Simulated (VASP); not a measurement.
Input of a VASP 6.6.1 run:

File POSCAR:

```
YbRe
1.0
    3.3498716754      0.0000000000      0.0000000000
    0.0000000000      3.3498716754      0.0000000000
    0.0000000000      0.0000000000      3.3498716754
Yb Re
1 1
Direct
    0.0000000000      0.0000000000      0.0000000000
    0.5000000000      0.5000000000      0.5000000000
```

Contents of INCAR.step1:

```
SYSTEM = YbRe
PREC = Accurate ; ENCUT = 520
ISMEAR = 0 ; SIGMA = 0.05
LREAL = .FALSE. ; LASPH = .TRUE.
NELM = 80 ; NBANDS = 22
GGA = PE ; ALGO = Normal
EDIFF = 1E-4 ; LWAVE = .TRUE.
LCHARG = .FALSE.
```

File INCAR.step2:

```
SYSTEM = YbRe
PREC = Accurate ; ENCUT = 520
EDIFF = 1E-6 ; ISMEAR = 0
SIGMA = 0.05 ; LREAL = .FALSE.
LASPH = .TRUE. ; NELM = 80
ALGO = Normal ; ISIF = 2
LWAVE = .FALSE. ; LCHARG = .TRUE.
METAGGA = R2SCAN ; LMIXTAU = .TRUE.
LELF = .TRUE. ; LVHAR = .TRUE.
NBANDS = 22 ; ISTART = 1
```

The input KPOINTS:

```
Automatic mesh
0
Gamma
  10 10 10
  0.5 0.5 0.5
```

Potentials or basis: VASP PAW PBE potentials, release 64 (Yb, Re).

Launch:

```bash
$ cat potpaw_PBE.64/Yb/POTCAR potpaw_PBE.64/Re/POTCAR > POTCAR
$ cp INCAR.step1 INCAR
$ mpirun -np 1 vasp_std > vasp.out
$ cp INCAR.step2 INCAR
$ mpirun -np 1 vasp_std > vasp.out
```

Question: Predict the pressure.

Answer: 0.0 GPa.

Question: What does it give for the band gap on the k mesh?

Answer: Zero (an odd number of electrons rules out a gap without spin polarisation).

Caveat: the PAW data sets were made with another functional, which shifts forces and pressure a little; spin-orbit coupling is left out, which moves the levels of the heavy elements. Spin polarisation is off, so any magnetic state and its effect on volume and gap are missing.
